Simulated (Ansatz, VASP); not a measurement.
**One calculation of Nb, two programs**

```
Nb
1.0
     2.82528    0.00000    0.00000
     0.00000    2.82528    0.00000
     0.00000    0.00000    2.82528
Nb
1
Direct
  0.00000 0.00000 0.00000
```

Alike in both runs: task single point; functional PBE; k mesh 13 × 13 × 13; occupations fermi-dirac, width 0.1 eV; no spin polarisation.

|  | VASP | Ansatz |
| --- | --- | --- |
| version | VASP 6.6.1 | Ansatz 0.2.0 |
| potentials or method | VASP PAW PBE potentials, release 64 (Nb_sv), cutoff 520 eV | plane waves (420 eV) with PAW, scalar-relativistic |
| valence electrons in the cell | 13 | 13 |

VASP gave:

- pressure (GPa): -12.2

Problem. Which values does Ansatz return?

Solution. Pressure (GPa): -12.1.

With one functional, cell and mesh, what is left measures potentials, basis and numerics.
